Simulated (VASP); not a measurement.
Crystal: PbSe.

```xyz
2
Lattice="0.0000 3.4232 3.4232 3.4232 0.0000 3.4232 3.4232 3.4232 0.0000" Properties=species:S:1:pos:R:3 pbc="T T T"
Pb    0.0000    0.0000    0.0000
Se    1.7116    1.7116    1.7116
```

Base run:

* Program: VASP 6.6.1
* Functional: PBE
* Potentials or basis: VASP PAW PBE potentials, release 64 (Pb_d, Se)
* Cutoff: 500 eV
* k mesh: 4 × 4 × 4
* Occupations: gaussian, width 0.01 eV
* Spin: no spin polarisation

Its results: band gap on the k mesh 0.62 eV, indirect (least direct gap 1.15 eV); pressure 0.7 GPa.

**Question.** The run is repeated on the same cell with these changes: k mesh from 4 × 4 × 4 to 2 × 2 × 2. What comes out?

**Answer.** Band gap on the k mesh 1.17 eV, direct; pressure -0.3 GPa.

Caveats: some runs use coarse meshes; spin-orbit coupling is left out, which moves the levels of the heavy elements.

A k mesh can miss the band edges.
